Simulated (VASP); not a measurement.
A run of VASP 6.6.1 is set up as follows.

Contents of INCAR:

```
SYSTEM = Ir
PREC = Accurate
ENCUT = 500
EDIFF = 1E-6
ISMEAR = -1
SIGMA = 0.0272
LREAL = .False.
LASPH = .True.
NELM = 120
ALGO = Normal
ISIF = 2
LWAVE = .False.
LCHARG = .False.
GGA = CA
NBANDS = 10
GGA_COMPAT = .False.
```

The input KPOINTS:

```
Automatic mesh
0
Gamma
  12 12 12
  0 0 0
```

The input POSCAR:

```
Ir
1.0
    0.0000000000      1.9156000000      1.9156000000
    1.9156000000      0.0000000000      1.9156000000
    1.9156000000      1.9156000000      0.0000000000
Ir
1
Direct
    0.0000000000      0.0000000000      0.0000000000
```

Potentials or basis: VASP PAW LDA potentials, release 64 (Ir).

Run with:

```bash
$ cat potpaw_LDA.64/Ir/POTCAR > POTCAR
$ mpirun -np 1 vasp_std > vasp.out
```

(1) Predict the pressure.

Answers

(1) -4.2 GPa.
